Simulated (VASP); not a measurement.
# SnTe (Fm-3m) in VASP: notebook

The runs below take SnTe through single point, with PBE, HSE06.

Program: VASP 6.6.1. These are calculated values, not measurements. Logs are shortened: lines on timing, memory, paths and dates and some standing lists are left out, and cuts for length are marked.

**1. The cell of the first run**

It takes space group Fm-3m (No. 225, cubic). The conventional cell has a = 6.379 Å, b = 6.379 Å, c = 6.379 Å, α = 90.00°, β = 90.00°, γ = 90.00°. Sn (site symmetry m-3m) has 6 Te at 3.19 Å within 4.2 Å. Within 4.2 Å of Te (site symmetry m-3m) lie 6 Sn at 3.19 Å.

**2. Single point, PBE**

INCAR

```
ALGO = Normal
EDIFF = 1E-6
ENCUT = 520
GGA = PE
ISIF = 2
ISMEAR = -1
LASPH = T
LCHARG = F
LREAL = F
LWAVE = F
NBANDS = 17
NELM = 60
PREC = Accurate
SIGMA = 0.02
```

KPOINTS

```
k-points
0
Gamma
  6 6 6
```

POSCAR

```
SnTe
1.0
    0.0000000000      3.1893300331      3.1893300331
    3.1893300331      0.0000000000      3.1893300331
    3.1893300331      3.1893300331      0.0000000000
Sn Te
1 1
Direct
    0.0000000000      0.0000000000      0.0000000000
    0.5000000000      0.5000000000      0.5000000000
```

Potentials or basis: VASP PAW PBE potentials, release 64 (Sn_d, Te).

Command:

```bash
$ cat potpaw_PBE.64/Sn_d/POTCAR potpaw_PBE.64/Te/POTCAR > POTCAR
$ mpirun -np 1 vasp_std > vasp.out
```

OUTCAR:

```text
EDIFF = 1E-6
   ENCUT = 520
   GGA = PE
   ISIF = 2
   ISMEAR = -1
   LASPH = T
   LREAL = F
   NELM = 60
   PREC = Accurate

 ion  position               nearest neighbor table
   1  0.000  0.000  0.000-   2 3.19   2 3.19   2 3.19   2 3.19   2 3.19   2 3.19
   2  0.500  0.500  0.500-   1 3.19   1 3.19   1 3.19   1 3.19   1 3.19   1 3.19

  LATTYP: Found a face centered cubic cell.
 ALAT       =     6.3786600662

  Lattice vectors:

 A1 = (   0.0000000000,   3.1893300331,   3.1893300331)
 A2 = (   3.1893300331,   0.0000000000,   3.1893300331)
 A3 = (   3.1893300331,   3.1893300331,   0.0000000000)

Analysis of symmetry for initial positions (statically):
=====================================================================
 Subroutine PRICEL returns:
 Original cell was already a primitive cell.

 Routine SETGRP: Setting up the symmetry group for a
 face centered cubic supercell.

 Subroutine GETGRP returns: Found 48 space group operations
 (whereof 48 operations were pure point group operations)
 out of a pool of 48 trial point group operations.

The static configuration has the point symmetry O_h .

Analysis of symmetry for dynamics (positions and initial velocities):
=====================================================================
 Subroutine PRICEL returns:
 Original cell was already a primitive cell.

 Routine SETGRP: Setting up the symmetry group for a
 face centered cubic supercell.

 Subroutine GETGRP returns: Found 48 space group operations
 (whereof 48 operations were pure point group operations)
 out of a pool of 48 trial point group operations.

The dynamic configuration has the point symmetry O_h .

 Subroutine INISYM returns: Found 48 space group operations
 (whereof 48 operations are pure point group operations),
 and found     1 'primitive' translations

----------------------------------------------------------------------------------------

                                     Primitive cell

  volume of cell :      64.8826

  direct lattice vectors                    reciprocal lattice vectors
     0.000000000  3.189330033  3.189330033    -0.156772737  0.156772737  0.156772737
     3.189330033  0.000000000  3.189330033     0.156772737 -0.156772737  0.156772737
     3.189330033  3.189330033  0.000000000     0.156772737  0.156772737 -0.156772737

  length of vectors
     4.510393788  4.510393788  4.510393788     0.271538347  0.271538347  0.271538347

  position of ions in fractional coordinates (direct lattice)
     0.000000000  0.000000000  0.000000000
     0.500000000  0.500000000  0.500000000

  ion indices of the primitive-cell ions
   primitive index   ion index
                 1           1
                 2           2

----------------------------------------------------------------------------------------

 KPOINTS: k-points

Automatic generation of k-mesh.
 Grid dimensions read from file:
 generate k-points for:    6    6    6

 Generating k-lattice:

  Cartesian coordinates                     Fractional coordinates (reciprocal lattice)
    -0.026128790  0.026128790  0.026128790     0.166666667  0.000000000  0.000000000
     0.026128790 -0.026128790  0.026128790     0.000000000  0.166666667  0.000000000
     0.026128790  0.026128790 -0.026128790     0.000000000  0.000000000  0.166666667

  Length of vectors
     0.045256391  0.045256391  0.045256391

  Shift w.r.t. Gamma in fractional coordinates (k-lattice)
     0.000000000  0.000000000  0.000000000

 Subroutine IBZKPT returns following result:
 ===========================================

 Found     16 irreducible k-points:

 Following reciprocal coordinates:
            Coordinates               Weight
  0.000000  0.000000  0.000000      1.000000
  0.166667  0.000000  0.000000      8.000000
  0.333333  0.000000  0.000000      8.000000
  0.500000  0.000000  0.000000      4.000000
  0.166667  0.166667  0.000000      6.000000
  0.333333  0.166667  0.000000     24.000000
[... 8 lines left out ...]
 -0.333333  0.333333  0.166667     24.000000
 -0.333333  0.500000  0.166667     12.000000
   k-points           NKPTS =     16   k-points in BZ     NKDIM =     16   number of bands    NBANDS=     17
   number of dos      NEDOS =    301   number of ions     NIONS =      2
   total plane-waves  NPLWV =  46656
   dimension x,y,z NGX =    36 NGY =   36 NGZ =   36
   dimension x,y,z NGXF=    72 NGYF=   72 NGZF=   72
   ions per type =               1   1
   NGX,Y,Z   is equivalent  to a cutoff of  13.27, 13.27, 13.27 a.u.
   NGXF,Y,Z  is equivalent  to a cutoff of  26.54, 26.54, 26.54 a.u.
 SYSTEM =  unknown system
   PREC   = accura    normal or accurate (medium, high low for compatibility)
   ISTART =      0    job   : 0-new  1-cont  2-samecut
   ICHARG =      2    charge: 1-file 2-atom 10-const
   ISPIN  =      1    spin polarized calculation?
   LNONCOLLINEAR =      F non collinear calculations
   LSORBIT =      F    spin-orbit coupling
   LASPH  =      T    aspherical Exc in radial PAW
   ENCUT  =  520.0 eV  38.22 Ry    6.18 a.u.   8.39  8.39  8.39*2*pi/ulx,y,z
   NELM   =     60;   NELMIN=  2; NELMDL= -5     # of ELM steps
   EDIFF  = 0.1E-05   stopping-criterion for ELM
   LREAL  =      F    real-space projection
   EDIFFG = 0.1E-04   stopping-criterion for IOM
   NSW    =      0    number of steps for IOM
   IBRION =     -1    ionic relax: 0-MD 1-quasi-New 2-CG
   NFREE  =      0    steps in history (QN), initial steepest desc. (CG)
   ISIF   =      2    stress and relaxation
   ISYM   =      2    0-nonsym 1-usesym 2-fastsym
   POTIM  = 0.5000    time-step for ionic-motion
   TEBEG  =    0.0;   TEEND  =   0.0 temperature during run
   PSTRESS=    0.0 pullay stress
   NELECT =      20.0000    total number of electrons
   NUPDOWN=      -1.0000    fix difference up-down
   EMIN   =  10.00;   EMAX   =-10.00  energy-range for DOS
   EFERMI =   0.00;   METHOD = LEGACY
   ISMEAR =    -1;   SIGMA  =   0.02  broadening in eV -4-tet -1-fermi 0-gaus
   EFERMI_NEDOS =   21; number of points for ismear=-14 and -15
   IALGO  =     38    algorithm
   IMIX   =      4    mixing-type and parameters
     AMIX     =   0.40;   BMIX     =  1.00
     AMIX_MAG =   1.60;   BMIX_MAG =  1.00
  volume/ion in A,a.u.               =      32.44       218.92
  Fermi-wavevector in a.u.,A,eV,Ry     =   1.105882  2.089814 16.639578  1.222975
  Thomas-Fermi vector in A             =   2.242375
   LORBIT       =      0    0 simple, 1 ext, 2 COOP (PROOUT), +10 PAW based schemes
   GGA     = PE    functional components
   LHFCALC =     F    Hartree Fock is set to
   AEXX    =    0.0000 exact exchange contribution
   IVDW    =     0    specifies the selected vdW correction
   LEPSILON=     F    determine dielectric tensor
   LRPA    =     F    only Hartree local field effects (RPA)
 non-spin polarized calculation
  energy-cutoff  :      520.00
  volume of cell :       64.88
 maximum number of plane-waves:      1807
 NGX is ok and might be reduce to    36
   NGX = 17   NGY = 17   NGZ = 17

 number of electron      20.0000002 magnetization

 Free energy of the ion-electron system (eV)
  ---------------------------------------------------
  ext. energy  EPLUGINS =         0.00000000
  ---------------------------------------------------
  free energy    TOTEN  =        -7.56273866 eV

  energy without entropy =       -7.56172252  energy(sigma->0) =       -7.56223059

 E-fermi :   6.5359     XC(G=0):  -9.3344

 val. band max:        6.5310189332   @ k =   0.5000   0.0000   0.0000
 cond. band min:       6.5406892482   @ k =   0.5000   0.0000   0.0000
 fundamental gap:      0.0096703150
 Fermi energy:         6.5358540903

 k-point     1 :       0.0000    0.0000    0.0000
  band No.  band energies     occupation
      1     -15.3907      2.00000
      2     -15.3907      2.00000
      3     -15.3867      2.00000
      4     -15.3867      2.00000
      5     -15.3867      2.00000
      6      -6.0321      2.00000
[... 9 lines left out ...]
     16      11.3231      0.00000
     17      13.3368      0.00000

 k-point     2 :       0.1667    0.0000    0.0000
  band No.  band energies     occupation
      1     -15.3916      2.00000
      2     -15.3916      2.00000
      3     -15.3863      2.00000
      4     -15.3853      2.00000
      5     -15.3853      2.00000
      6      -5.8137      2.00000
[... 9 lines left out ...]
     16      11.8643      0.00000
     17      14.8319      0.00000

 k-point     3 :       0.3333    0.0000    0.0000
  band No.  band energies     occupation
      1     -15.3939      2.00000
      2     -15.3939      2.00000
      3     -15.3856      2.00000
      4     -15.3822      2.00000
      5     -15.3822      2.00000
      6      -5.2506      2.00000
[... 9 lines left out ...]
     16      13.3458      0.00000
     17      16.9792      0.00000

 k-point     4 :       0.5000    0.0000    0.0000
  band No.  band energies     occupation
      1     -15.3950      2.00000
      2     -15.3950      2.00000
      3     -15.3852      2.00000
      4     -15.3806      2.00000
      5     -15.3806      2.00000
      6      -4.8412      2.00000
[... 9 lines left out ...]
     16      15.3133      0.00000
     17      15.3133      0.00000
[... 183 lines left out ...]
      1     -15.3986      2.00000
      2     -15.3908      2.00000
      3     -15.3864      2.00000
      4     -15.3811      2.00000
      5     -15.3800      2.00000
      6      -4.8616      2.00000
[... 9 lines left out ...]
     16      14.8478      0.00000
     17      15.4410      0.00000

 k-point    15 :      -0.3333    0.3333    0.1667
  band No.  band energies     occupation
      1     -15.3989      2.00000
      2     -15.3917      2.00000
      3     -15.3838      2.00000
      4     -15.3831      2.00000
      5     -15.3787      2.00000
      6      -4.5863      2.00000
[... 9 lines left out ...]
     16      16.3100      0.00000
     17      16.4100      0.00000

 k-point    16 :      -0.3333    0.5000    0.1667
  band No.  band energies     occupation
      1     -15.4017      2.00000
      2     -15.3894      2.00000
      3     -15.3869      2.00000
      4     -15.3807      2.00000
      5     -15.3775      2.00000
      6      -4.5121      2.00000
[... 9 lines left out ...]
     16      16.4309      0.00000
     17      17.6397      0.00000

------------------------ aborting loop because EDIFF is reached ----------------------------------------

  FORCE on cell =-STRESS in cart. coord.  units (eV):
  Direction    XX          YY          ZZ          XY          YZ          ZX
  --------------------------------------------------------------------------------------
  -------------------------------------------------------------------------------------
  Total        0.2242956      0.2242956      0.2242956      0.0000000     -0.0000000      0.0000000
  in kB        5.5386386      5.5386386      5.5386386      0.0000000     -0.0000000      0.0000000
  external PRESSURE =       5.5386386 kB  Pullay stress =       0.0000000 kB

 VOLUME and BASIS-vectors are now :
 -----------------------------------------------------------------------------
  energy-cutoff  :      520.00
  volume of cell :       64.88
      direct lattice vectors                 reciprocal lattice vectors
     0.000000000  3.189330033  3.189330033    -0.156772737  0.156772737  0.156772737
     3.189330033  0.000000000  3.189330033     0.156772737 -0.156772737  0.156772737
     3.189330033  3.189330033  0.000000000     0.156772737  0.156772737 -0.156772737

 POSITION                                       TOTAL-FORCE (eV/Angst)
 -----------------------------------------------------------------------------------
      0.00000      0.00000      0.00000         0.000000     -0.000000      0.000000
      3.18933      3.18933      3.18933        -0.000000      0.000000     -0.000000
 -----------------------------------------------------------------------------------
    total drift:                               -0.000000      0.000000      0.000000

  FREE ENERGIE OF THE ION-ELECTRON SYSTEM (eV)
  ---------------------------------------------------
  free  energy   TOTEN  =        -7.5627386556 eV

  energy  without entropy=       -7.5617225157  energy(sigma->0) =       -7.56223059
```

It took 22 s on 1 thread of Intel Xeon 6975P-C, shared host; peak memory 0.2 GiB.

Results:

| Quantity | Value |
| --- | --- |
| Free energy | -7.5627 eV |
| Pressure | 0.6 GPa |
| Band gap on the k mesh | 0.01 eV, direct |

Caveat: spin-orbit coupling is left out, which moves the levels of the heavy elements. A k mesh can miss the band edges.

**3. Single point, HSE06**

POSCAR is that of step 2.

INCAR.step1

```
  PREC = Accurate
  ENCUT = 520
  EDIFF = 1E-5
  ISMEAR = -1
  SIGMA = 0.02
  LREAL = F
  LASPH = T
  NELM = 100
  ALGO = Normal
  ISIF = 2
  LWAVE = T
  LCHARG = F
  GGA = PE
  NBANDS = 17
```

INCAR.step2

```
  PREC = Accurate
  ENCUT = 520
  EDIFF = 1E-6
  ISMEAR = -1
  SIGMA = 0.02
  LREAL = F
  LASPH = T
  NELM = 100
  ALGO = Normal
  ISIF = 2
  LWAVE = F
  LCHARG = F
  GGA = PE
  LHFCALC = T
  HFSCREEN = 0.2079
  PRECFOCK = Normal
  ISTART = 1
  NBANDS = 17
```

KPOINTS

```
regular mesh
0
Gamma
  4 4 4
```

Potentials or basis: VASP PAW PBE potentials, release 64 (Sn_d, Te).

Command:

```bash
$ cat potpaw_PBE.64/Sn_d/POTCAR potpaw_PBE.64/Te/POTCAR > POTCAR
$ cp INCAR.step1 INCAR
$ mpirun -np 1 vasp_std > vasp.out
$ cp INCAR.step2 INCAR
$ mpirun -np 1 vasp_std > vasp.out
```

Run time: 19 min. Hardware: 1 thread of Intel Xeon 6975P-C, shared host; peak memory 0.32 GiB.

It converged, with:

* Free energy: -9.0207 eV
* Pressure: -0.5 GPa
* Band gap on the k mesh: 0.21 eV, direct

Levels at points of the mesh, in eV from the valence-band top:
| k point | band 8 | band 9 | band 10 | band 11 | band 12 | band 13 |
| --- | --- | --- | --- | --- | --- | --- |
| (0.00, 0.00, 0.00) | -2.43 | -2.43 | -2.43 | 3.81 | 3.81 | 3.81 |
| (0.50, 0.00, 0.00) | -2.09 | -2.09 | 0.00 | 0.21 | 0.62 | 0.62 |
| (0.50, 0.50, 0.00) | -6.08 | -4.11 | -4.11 | 2.56 | 5.42 | 5.42 |

Caveat: the k points lie up to 0.43 Å⁻¹ apart; the PAW data sets were made with another functional, which shifts forces and pressure a little; spin-orbit coupling is left out, which moves the levels of the heavy elements. A k mesh can miss the band edges.
